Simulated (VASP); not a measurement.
Here is a VASP 6.6.1 calculation.

INCAR

```
PREC = Accurate
ENCUT = 600
EDIFF = 1E-6
ISMEAR = -1
SIGMA = 0.1
LREAL = False
LASPH = True
NELM = 80
ALGO = Normal
ISIF = 3
LWAVE = False
LCHARG = False
IBRION = 2
NSW = 80
EDIFFG = -0.01
```

File KPOINTS:

```
Automatic mesh
0
Gamma
  4 4 4
```

File POSCAR:

```
Te
1.0
    6.1330711348      0.0000000000      0.0000000000
    0.0000000000      6.1330711348      0.0000000000
    0.0000000000      0.0000000000      6.1330711348
Te
8
Direct
    0.0000000000      0.0000000000      0.0000000000
    0.5000000000      0.5000000000      0.5000000000
    0.2500000000      0.0000000000      0.5000000000
    0.7500000000      0.0000000000      0.5000000000
    0.5000000000      0.2500000000      0.0000000000
    0.5000000000      0.7500000000      0.0000000000
    0.0000000000      0.5000000000      0.2500000000
    0.0000000000      0.5000000000      0.7500000000
```

Potentials or basis: VASP PAW LDA potentials, release 64 (Te).

Launch:

```bash
$ cat potpaw_LDA.64/Te/POTCAR > POTCAR
$ mpirun -np 1 vasp_std > vasp.out
```

Estimate the space group after relaxing (to 0.1 Å).

Pm-3n (No. 223).

Predict the relaxed cell.

a = 6.016 Å, b = 6.016 Å, c = 6.016 Å, α = 90.00°, β = 90.00°, γ = 90.00°.

Estimate the relaxed volume.

27.22 Å³/atom.

The path:
| step | energy change (eV) | largest force (eV/Å) | pressure (GPa) | volume (Å³) |
| --- | --- | --- | --- | --- |
| 1 | 0.0000 | 0.0000 | -3.20 | 230.69 |
| 2 | -0.1047 | 0.0000 | 1.82 | 212.00 |
| 3 | -0.1365 | 0.0000 | -0.01 | 217.76 |

Caveat: the highest band is partly filled, so the run has too few bands.
